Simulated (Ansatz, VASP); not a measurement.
**MgTl: VASP beside Ansatz**

```
Mg Tl
1.0
     3.63500    0.00000    0.00000
     0.00000    3.63500    0.00000
     0.00000    0.00000    3.67135
Mg Tl
1 1
Direct
  0.00000 0.00000 0.00000
  0.50000 0.50000 0.50000
```

Change from the starting cell: zz strain of +1 %, PAW files.

Alike in both runs: task electric field gradients; functional LDA; k mesh 9 × 9 × 9; occupations fermi-dirac, width 0.05 eV; no spin polarisation.

|  | VASP | Ansatz |
| --- | --- | --- |
| version | VASP 6.6.1 | Ansatz 0.2.0 |
| potentials or method | VASP PAW LDA potentials, release 64 (Mg, Tl_d) | PAW with Ansatz's default frozen-core files, scalar-relativistic |
| plane-wave cutoff (eV) | 520 | 420 |
| valence electrons in the cell | 15 | 23 |

```tsv
	VASP	Ansatz	Ansatz less VASP
pressure (GPa)	-3.0	-2.8	+0.26
traceless stress, the component that is largest in VASP (GPa)	0.22	0.21	-0.009
size of Vzz on the site where it differs most (V/Å²)	10.3	10.7	+0.36
```

LDA's correlation is that of Perdew and Zunger in VASP and of Perdew and Wang (1992) in Ansatz. VASP's potentials hold 15 valence electrons a cell and Ansatz's 23, so a difference there can come from the potentials and not from the codes.

Neither program's run includes spin-orbit coupling.
